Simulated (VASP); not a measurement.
# Al32ClO48 (a cell with a defect) in VASP: a series of runs, part 3 of 3

VASP 6.6.1.

## Step 5: Single point, PBE

Input file INCAR:

```
PREC     = Accurate       # precision mode
ENCUT    = 520            # plane-wave cutoff, eV
EDIFF    = 1E-6           # SCF threshold, eV
ISMEAR   = -1             # smearing method
SIGMA    = 0.01           # smearing width, eV
LREAL    = Auto         
LASPH    = True           # aspherical terms in the spheres
NELM     = 100            # most SCF steps
ALGO     = Normal         # electronic algorithm
ISIF     = 2              # what is computed and relaxed
LWAVE    = False          # write WAVECAR
LCHARG   = False          # write CHGCAR
GGA      = PE             # functional
NELECT   = 392.0        
NBANDS   = 242            # bands
```

Input file KPOINTS:

```
Automatic mesh
0
Gamma
  1 1 1
```

Input file POSCAR:

```
Al32ClO48
1.0
    4.8078835200      2.7758328500      8.7484141900
   -4.8078835200      2.7758328500      8.7484141900
    0.0000000000     -5.5516656900      8.7484141900
Al O Cl
32 48 1
Direct
    0.3154653289      0.3253195610      0.3418778891
    0.4300261860      0.4299155344      0.4340880037
    0.0706772491      0.0743279199      0.0761816607
    0.1752210114      0.1801108969      0.1725804538
    0.3163552929      0.3210336509      0.8175955509
    0.4329498375      0.4285250215      0.8828723642
    0.0761382636      0.0750034607      0.5738260085
    0.1754139472      0.1716351535      0.6837968109
    0.3245162166      0.8320736459      0.3220624645
    0.4257158386      0.9298632436      0.4309065208
    0.0697188943      0.5782975630      0.0719813461
    0.1665281080      0.6775242646      0.1806307078
    0.3218156067      0.8201770978      0.8277050745
    0.4239369323      0.9232152510      0.9289480982
    0.0712204655      0.5726960087      0.5758249290
    0.1763834906      0.6803711579      0.6712970315
    0.8240403131      0.3258816139      0.3227240544
    0.9297406346      0.4309242656      0.4197263412
    0.5850756743      0.0779912182      0.0481709233
    0.6785661019      0.1670797088      0.2046040746
    0.8236659094      0.3205877899      0.8126478177
    0.9189562653      0.4257063789      0.9258211908
    0.5730839278      0.0740882700      0.5817300657
    0.6800900087      0.1836316420      0.6793982458
    0.8185870181      0.8277417740      0.3264680628
    0.9283220136      0.9247578673      0.4297634512
    0.5726456178      0.5725821803      0.0802559029
    0.6756729283      0.6813342551      0.1723823391
    0.8246114716      0.8195023628      0.8205240454
    0.9259413951      0.9267746100      0.9230604353
    0.5780670058      0.5832792785      0.5587923228
    0.6761990065      0.6752979863      0.6755579242
    0.2243073293      0.0369951791      0.3699275499
    0.4727279220      0.1092449065      0.3370347567
    0.0254259028      0.3764057036      0.2198400339
    0.3754368236      0.2226546281      0.0147260126
    0.1218685125      0.2790000230      0.4779934883
    0.2286609091      0.4916329621      0.1488060405
    0.2209483932      0.0254261855      0.8808811485
    0.4719289145      0.1211870562      0.7818125294
    0.0230619404      0.3735976788      0.7251088279
    0.3656591745      0.2289424680      0.5480371013
    0.1199314585      0.2789236630      0.9699899903
    0.2681253948      0.4792257669      0.6251291232
    0.2200552100      0.5312890396      0.3772471483
    0.4705255742      0.6331547221      0.2809128124
    0.0251597145      0.8769328456      0.2232939141
    0.3726099471      0.7176070738      0.0326374516
    0.1264048466      0.7825929566      0.4700960232
    0.2767489691      0.9733700469      0.1255487037
    0.2176223601      0.5317285554      0.8716484669
    0.4705619347      0.6273321636      0.7702064106
    0.0317096938      0.8750718475      0.7173052580
    0.3743449970      0.7308186912      0.5222680601
    0.1191719228      0.7860327123      0.9701914817
    0.2743726546      0.9688774167      0.6323650567
    0.7304020199      0.0198194973      0.3866716139
    0.9724725485      0.1261421449      0.2775353995
    0.5469216923      0.3713529630      0.2528500511
    0.8689352897      0.2205092230      0.0319775859
    0.6307960577      0.2729329787      0.4803134583
    0.7813764140      0.4752839320      0.1213929489
    0.7290283220      0.0047017060      0.8722268568
    0.9798954546      0.1194838030      0.7777301983
    0.5094432633      0.3975830243      0.6895106043
    0.8786828352      0.2243179807      0.5264562136
    0.6657671715      0.2597831264      0.8579325895
    0.7815993786      0.4819966544      0.6129006261
    0.7230487202      0.5312974025      0.3684451274
    0.9514640352      0.6386453087      0.2829265737
    0.5294368305      0.8855076448      0.2152275411
    0.8757156653      0.7218693841      0.0265295263
    0.6244640583      0.7791641455      0.4718443840
    0.7688497149      0.9848618116      0.1221541611
    0.7174467115      0.5257261766      0.8766969074
    0.9692679651      0.6236271040      0.7779206639
    0.5262755179      0.8731963601      0.7242219248
    0.8753960823      0.7205585126      0.5313627218
    0.6229411048      0.7747419954      0.9728643555
    0.7803735474      0.9688620988      0.6254481021
    0.5029726644      0.3460865841      0.0780766671
```

Potentials or basis: VASP PAW PBE potentials, release 64 (Al, O, Cl).

Started as:

```sh
cat potpaw_PBE.64/Al/POTCAR potpaw_PBE.64/O/POTCAR potpaw_PBE.64/Cl/POTCAR > POTCAR
mpirun -np 1 vasp_gam > vasp.out
```

OUTCAR:

```text
PREC = Accurate
   ENCUT = 520
   EDIFF = 1E-6
   ISMEAR = -1
   LREAL = Auto
   LASPH = True
   NELM = 100
   ISIF = 2
   GGA = PE
   NELECT = 392.0

 ion  position               nearest neighbor table
   1  0.315  0.325  0.342-  37 1.83  34 1.88  45 1.93  42 2.02  38 2.03  81 2.25  59 2.26   2 2.73
                             8 2.75  12 2.84  20 2.90  18 3.19  10 3.24
   2  0.430  0.430  0.434-  59 1.80  44 1.84  46 1.89  61 1.90  42 2.01  45 2.08   1 2.73  27 2.82
                            23 2.84  15 2.86   5 3.09  17 3.19   9 3.26
   3  0.071  0.074  0.076-  39 1.86  47 1.86  60 1.89  43 1.98  58 1.98  50 2.00   4 2.68  22 2.82
                            26 2.83  14 2.83  20 3.17   8 3.21  12 3.25
   4  0.175  0.180  0.173-  35 1.86  33 1.87  36 1.88  58 1.99  50 1.99  43 2.01   3 2.68   9 2.79
                            17 2.81   5 2.83  11 3.25   7 3.28  19 3.32
   5  0.316  0.321  0.818-  43 1.84  44 1.84  40 1.85  36 1.98  65 1.99  51 2.08   6 2.55   4 2.83
                            16 2.86  24 2.89   2 3.09  14 3.22  22 3.23
   6  0.433  0.429  0.883-  65 1.84  52 1.85  51 1.89  67 1.99  36 1.99  81 2.08  38 2.52   5 2.55
                            31 2.64  19 2.84  11 2.97  24 3.16  21 3.25  16 3.30  13 3.30
   7  0.076  0.075  0.574-  66 1.87  53 1.87  33 1.88  64 1.96  56 1.97  37 1.97   8 2.68  10 2.79
                            30 2.80  18 2.85  24 3.21  16 3.24   4 3.28
   8  0.175  0.172  0.684-  42 1.86  39 1.86  41 1.88  64 1.94  56 1.99  37 2.01   7 2.68   1 2.75
                            21 2.80  13 2.81   3 3.21  23 3.26  15 3.26
   9  0.325  0.832  0.322-  46 1.85  50 1.86  49 1.88  54 1.95  33 1.98  71 2.00  10 2.69   4 2.79
                            16 2.80  28 2.82  14 3.24  26 3.25   2 3.26
  10  0.426  0.930  0.431-  34 1.75  73 1.85  56 1.87  54 1.97  33 2.01  71 2.06   9 2.69  31 2.77
                             7 2.79  19 3.05  25 3.20  13 3.22   1 3.24
  11  0.070  0.578  0.072-  38 1.77  72 1.83  51 1.89  35 1.89  55 2.02  70 2.07  12 2.67  18 2.78
                            30 2.79   6 2.97  28 3.22   4 3.25  16 3.27
  12  0.167  0.678  0.181-  38 1.82  47 1.86  45 1.89  48 1.91  55 2.01  70 2.02  11 2.67  25 2.79
                            13 2.83   1 2.84  15 3.24   3 3.25  27 3.33
  13  0.322  0.820  0.828-  56 1.85  55 1.85  52 1.88  48 2.00  77 2.00  39 2.02  14 2.68   8 2.81
                            12 2.83  32 2.84  10 3.22  30 3.24   6 3.30
  14  0.424  0.923  0.929-  79 1.87  50 1.87  40 1.88  39 1.96  77 1.99  48 2.00  13 2.68  23 2.79
[... 390 lines left out ...]
  energy-cutoff  :      520.00
  volume of cell :      700.53
 maximum number of plane-waves:      9404
 NGX is ok and might be reduce to    80
   NGX = 39   NGY = 39   NGZ = 39

 number of electron     391.9999999 magnetization

 Free energy of the ion-electron system (eV)
  ---------------------------------------------------
  ext. energy  EPLUGINS =         0.00000000
  ---------------------------------------------------
  free energy    TOTEN  =      -580.19931128 eV

  energy without entropy =     -580.19931128  energy(sigma->0) =     -580.19931128

 E-fermi :   8.2898     XC(G=0): -11.6626

 val. band max:        8.0419692560   @ k =   0.0000   0.0000   0.0000
 cond. band min:      11.9222259553   @ k =   0.0000   0.0000   0.0000
 fundamental gap:      3.8802566993
 Fermi energy:         8.2897697358

 k-point     1 :       0.0000    0.0000    0.0000
  band No.  band energies     occupation
      1     -13.0904      2.00000
      2     -12.2505      2.00000
      3     -12.1538      2.00000
      4     -12.0874      2.00000
      5     -12.0554      2.00000
      6     -12.0037      2.00000
[... 200 lines left out ...]
    207      15.1889      0.00000
    208      15.2148      0.00000
 [bands above 208 left out]

------------------------ aborting loop because EDIFF is reached ----------------------------------------

  FORCE on cell =-STRESS in cart. coord.  units (eV):
  Direction    XX          YY          ZZ          XY          YZ          ZX
  --------------------------------------------------------------------------------------
  -------------------------------------------------------------------------------------
  Total       47.4985007     45.6987358     40.5554985      3.1719215    -12.1378083      1.6859646
  in kB      108.6332191    104.5169996     92.7539666      7.2544614    -27.7602275      3.8559482
  external PRESSURE =     101.9680618 kB  Pullay stress =       0.0000000 kB

 VOLUME and BASIS-vectors are now :
 -----------------------------------------------------------------------------
  energy-cutoff  :      520.00
  volume of cell :      700.53
      direct lattice vectors                 reciprocal lattice vectors
     4.807883520  2.775832850  8.748414190     0.103995864  0.060042040  0.038102144
    -4.807883520  2.775832850  8.748414190    -0.103995864  0.060042040  0.038102144
     0.000000000 -5.551665690  8.748414190     0.000000000 -0.120084080  0.038102144

 POSITION                                       TOTAL-FORCE (eV/Angst)
 -----------------------------------------------------------------------------------
     -0.04738     -0.11928      8.59674        -0.066018      0.161678     -0.223657
      0.00053     -0.02286     11.32071         0.034154     -0.050500     -0.009987
     -0.01755     -0.02043      1.93503         0.016526     -0.003774     -0.005912
     -0.02351      0.02823      4.61840        -0.004112     -0.034528      0.026999
     -0.02249     -2.76973     12.72881        -0.008992     -0.013595     -0.011713
      0.02127     -2.51010     15.26027         0.041279      0.004121     -0.092243
[... 73 lines left out ...]
     -0.90623      1.38331     20.77472         0.013911     -0.030512      0.004463
      0.75429      1.92339      8.11097        -0.280877      0.890013      0.781328
 -----------------------------------------------------------------------------------
    total drift:                               -0.013303     -0.013305     -0.015520

  FREE ENERGIE OF THE ION-ELECTRON SYSTEM (eV)
  ---------------------------------------------------
  free  energy   TOTEN  =      -580.1993112836 eV

  energy  without entropy=     -580.1993112836  energy(sigma->0) =     -580.19931128
```

Run time: 8.2 min. Hardware: 1 thread of Intel Xeon Platinum 8488C (Sapphire Rapids), shared host; peak memory 0.94 GiB.

Results:

```
Free energy   : -580.1993 eV
Largest force : 1.217 eV/Å
```

Forces in eV/Å, atoms in the order of the input:
```
Al  -0.066  0.162 -0.224
Al   0.034 -0.051 -0.010
Al   0.017 -0.004 -0.006
Al  -0.004 -0.035  0.027
Al  -0.009 -0.014 -0.012
Al   0.041  0.004 -0.092
Al  -0.004 -0.008  0.001
Al   0.023  0.040  0.003
Al   0.004 -0.017 -0.040
Al  -0.018  0.029 -0.088
Al   0.021 -0.055 -0.091
Al  -0.004 -0.038 -0.029
Al   0.015  0.023 -0.024
Al   0.014 -0.028  0.001
Al   0.012  0.004 -0.028
Al  -0.005 -0.013 -0.018
Al  -0.014 -0.043 -0.016
Al  -0.012 -0.018 -0.001
Al  -0.047 -0.049  0.140
Al  -0.036  0.039  0.042
Al   0.031 -0.007 -0.027
Al   0.015  0.004  0.027
Al   0.019 -0.024  0.133
Al   0.004 -0.064  0.159
Al  -0.049 -0.020 -0.009
Al  -0.017 -0.020 -0.019
Al   0.033 -0.023  0.026
Al  -0.007 -0.014  0.012
Al   0.005 -0.032 -0.012
Al   0.019 -0.017 -0.017
Al  -0.046  0.003 -0.003
Al  -0.012 -0.004  0.019
O   -0.014 -0.049 -0.050
O   -0.232  0.465 -0.486
O   -0.018 -0.052 -0.054
O   -0.015 -0.090  0.241
O   -0.022 -0.032 -0.010
O    0.071 -0.353 -0.094
O    0.016 -0.004 -0.004
O   -0.029 -0.075  0.051
O    0.035  0.021  0.000
O    0.141  0.082 -0.121
O    0.025 -0.007  0.038
O    0.019 -0.030 -0.040
O    0.043  0.017 -0.011
O    0.000 -0.028  0.002
O   -0.020 -0.009 -0.021
O    0.032 -0.049 -0.047
O    0.010 -0.009 -0.029
O   -0.007  0.001  0.006
O   -0.002 -0.027 -0.018
O   -0.029  0.016 -0.030
O    0.010 -0.019  0.009
O   -0.016 -0.020 -0.018
O    0.090 -0.047 -0.015
O    0.026  0.058  0.024
O   -0.070 -0.094 -0.096
O   -0.009 -0.033 -0.045
O    0.193 -0.039  0.242
O    0.042  0.028  0.010
O    0.031 -0.095  0.081
O    0.022  0.026  0.043
O    0.021 -0.102 -0.021
O    0.049 -0.026  0.010
O   -0.057  0.014 -0.039
O    0.007 -0.014  0.022
O    0.113  0.070 -0.212
O   -0.022 -0.022  0.004
O   -0.016 -0.017  0.001
O   -0.054 -0.028 -0.012
O   -0.004 -0.025 -0.005
O    0.013 -0.023 -0.005
O   -0.076  0.005  0.020
O   -0.039  0.021  0.013
O    0.026  0.055  0.052
O    0.022  0.005  0.005
O   -0.002 -0.014  0.021
O    0.006  0.002  0.000
O    0.004 -0.022 -0.022
O    0.014 -0.031  0.004
Cl  -0.281  0.890  0.781
```

Caveat: the k points lie up to 0.79 Å⁻¹ apart; the cell carries a net charge on a neutralising background, which shifts energy and pressure; the cell is charged against a uniform background, so pressure and absolute levels hang on convention.
